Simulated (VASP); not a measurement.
Input of a VASP 6.6.1 run:

INCAR

```
  ALGO = Normal
  EDIFF = 1E-6
  EDIFFG = -0.005
  ENCUT = 600
  GGA = PE
  IBRION = 2
  ISIF = 3
  ISMEAR = -1
  LASPH = T
  LCHARG = F
  LREAL = F
  LWAVE = F
  NELM = 60
  NSW = 100
  PREC = Accurate
  SIGMA = 0.08
```

Contents of KPOINTS:

```
k-points
0
Gamma
  13 13 13
```

The input POSCAR:

```
Na
1.0
   -2.0111349094      2.0111349094      2.0111349094
    2.0111349094     -2.0111349094      2.0111349094
    2.0111349094      2.0111349094     -2.0111349094
Na
1
Direct
    0.0000000000      0.0000000000      0.0000000000
```

Potentials or basis: VASP PAW PBE potentials, release 64 (Na_pv).

Run with:

```sh
$ cat potpaw_PBE.64/Na_pv/POTCAR > POTCAR
$ mpirun -np 1 vasp_std > vasp.out
```

Estimate the band gap on the k mesh.

zero (an odd number of electrons rules out a gap without spin polarisation).

Predict the relaxed volume.

37.16 Å³/atom.

Predict the relaxed cell.

a = 3.641 Å, b = 3.641 Å, c = 3.641 Å, α = 109.47°, β = 109.47°, γ = 109.47°.

The path:
| step | energy change (eV) | largest force (eV/Å) | pressure (GPa) | volume (Å³) |
| --- | --- | --- | --- | --- |
| 1 | 0.0000 | 0.0000 | 1.23 | 32.54 |
| 2 | -0.0078 | 0.0000 | 0.87 | 33.73 |
| 3 | -0.0158 | 0.0000 | 0.18 | 36.39 |
| 4 | -0.0161 | 0.0000 | 0.01 | 37.16 |
